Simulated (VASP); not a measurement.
Here is a VASP 6.6.1 calculation.

Contents of INCAR:

```
SYSTEM = Se
ALGO     = Normal         ! electronic algorithm
EDIFF    = 1E-6           ! SCF threshold, eV
ENCUT    = 500            ! plane-wave cutoff, eV
GGA      = PS             ! functional
GGA_COMPAT= .False.      
ISIF     = 2              ! what is computed and relaxed
ISMEAR   = 0              ! smearing method
LASPH    = .True.         ! aspherical terms in the spheres
LCHARG   = .False.        ! write CHGCAR
LREAL    = .False.        ! projectors in reciprocal space
LWAVE    = .False.        ! write WAVECAR
NBANDS   = 9              ! bands
NELM     = 120            ! most SCF steps
PREC     = Accurate       ! precision mode
SIGMA    = 0.025          ! smearing width, eV
```

Contents of KPOINTS:

```
k-points
0
Gamma
  13 13 13
  0 0 0
```

POSCAR

```
Se
1.0
   -1.4038000000      1.4038000000      1.4038000000
    1.4038000000     -1.4038000000      1.4038000000
    1.4038000000      1.4038000000     -1.4038000000
Se
1
Direct
    0.0000000000      0.0000000000      0.0000000000
```

Potentials or basis: VASP PAW PBE potentials, release 64 (Se).

Command:

```console
$ cat potpaw_PBE.64/Se/POTCAR > POTCAR
$ mpirun -np 1 vasp_std > vasp.out
```

(1) Predict the band gap on the k mesh.

(2) What does it give for the pressure?

Results:

(1) zero (band 3 reaches 22.86 eV, above the bottom of band 4 at 7.63 eV).

(2) 163.4 GPa.

Caveat: the PAW data sets were made with another functional, which shifts forces and pressure a little.
